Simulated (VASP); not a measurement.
Wanted: the native input for a VASP 6.6.1 run.

| Item | Value |
| --- | --- |
| Task | single point |
| Functional | PBE |
| Potentials or basis | VASP PAW PBE potentials, release 64 (B, N) |
| Cutoff | 520 eV |
| k mesh | 12 × 12 × 4 |
| Occupations | gaussian, width 0.02 eV |
| Spin | no spin polarisation |
| Dipole correction | no |
| Further INCAR settings | ALGO = Normal; EDIFF = 1e-07; NBANDS = 16 |

The structure of BN lies in POSCAR:

```
BN
1.0
    2.5624247486     -0.0004142183      0.0000000000
   -1.2815623056      2.1661246429      0.0000000000
    0.0000000000      0.0000000000      8.4852820891
B N
2 2
Direct
    0.3369367028      0.6740127951      0.2500000000
    0.6630632972      0.3259872049      0.7500000000
    0.3282272056      0.6562543887      0.7500000000
    0.6717727944      0.3437456113      0.2500000000
```

This cell differs from its parent crystal: uniaxial strain along a: +2.0 %, then relaxed in part.

These files were run (other wordings do the same):

INCAR

```
  PREC = Accurate
  ENCUT = 520
  EDIFF = 1E-7
  ISMEAR = 0
  SIGMA = 0.02
  LREAL = False
  LASPH = True
  NELM = 100
  ALGO = Normal
  ISIF = 2
  LWAVE = False
  LCHARG = True
  GGA = PE
  LELF = True
  LVHAR = True
  NBANDS = 16
```

KPOINTS

```
regular mesh
0
Gamma
  12 12 4
```

Potentials or basis: VASP PAW PBE potentials, release 64 (B, N).

Run with:

```console
$ cat potpaw_PBE.64/B/POTCAR potpaw_PBE.64/N/POTCAR > POTCAR
$ mpirun -np 1 vasp_std > vasp.out
```

It gave:

```
Pressure               : -4.1 GPa
Band gap on the k mesh : 4.38 eV, indirect (least direct gap 4.60 eV)
```

Caveat: the cell differs from its parent crystal (uniaxial strain along a: +2.0 %, then relaxed in part).

Run time: 61 s on 1 thread of AMD EPYC 9R45 (Zen 5), on a shared host, peak memory 0.23 GiB.
